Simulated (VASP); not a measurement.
Sb, 2 atoms in the cell. Symmetry: P6_3/mmc, No. 194, hexagonal system. Conventional cell: a = 3.355 Å, b = 3.355 Å, c = 5.470 Å, α = 90.00°, β = 90.00°, γ = 120.00°. Sb (site symmetry -6m2) has 12 Sb at 3.35 Å within 4.4 Å. 

* Program: VASP 6.6.1
* Task: single point
* Functional: PBE
* Potentials or basis: VASP PAW PBE potentials, release 64 (Sb)
* Cutoff: 520 eV
* k mesh: 9 × 9 × 5
* Occupations: gaussian, width 0.017 eV
* Spin: no spin polarisation
* Dipole correction: no
* Further INCAR settings: ALGO = Normal; EDIFF = 1e-06; NBANDS = 12

Potentials or basis: VASP PAW PBE potentials, release 64 (Sb).

Run with:

```console
$ cat potpaw_PBE.64/Sb/POTCAR > POTCAR
$ mpirun -np 1 vasp_std > vasp.out
```

Hardware: 1 thread of Intel Xeon 8259CL (shared host).

Task: Estimate the wall time of this run.

Result: Run time: 36 s on 1 thread of Intel Xeon 8259CL, with other jobs on the host, peak memory 0.18 GiB. Counts: scf iterations 11, k points 36.
